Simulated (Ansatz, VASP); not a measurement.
**ZnO: VASP beside Ansatz**

```
Zn O
1.0
     3.24931    0.00000    0.00000
    -1.62465    2.81398    0.00000
     0.00000    0.00000    5.20571
Zn O
2 2
Direct
  0.33333 0.66667 0.50000
  0.66667 0.33333 0.00000
  0.66667 0.33333 0.37901
  0.33333 0.66667 0.87901
```

Alike in both runs: task electric field gradients; functional LDA; k mesh 8 × 8 × 5; occupations fermi-dirac, width 0.02 eV; no spin polarisation.

|  | VASP | Ansatz |
| --- | --- | --- |
| version | VASP 6.6.1 | Ansatz 0.2.0 |
| potentials or method | VASP PAW LDA potentials, release 64 (Zn, O_h) | plane-wave PAW, scalar-relativistic |
| plane-wave cutoff (eV) | 1000 | 420 |
| valence electrons in the cell | 36 | 36 |

```csv
,VASP,Ansatz,Ansatz less VASP
rms of the force components (eV/Å),0.032,0.029,-0.0026
size of Vzz on the site where it differs most (V/Å²),0.8,0.9,+0.02
```

Ansatz warns that its potentials were made for another functional, while VASP's fit it. LDA's correlation is that of Perdew and Zunger in VASP and of Perdew and Wang (1992) in Ansatz. Atom by atom the forces differ by 0.003 eV/Å (rms over components).
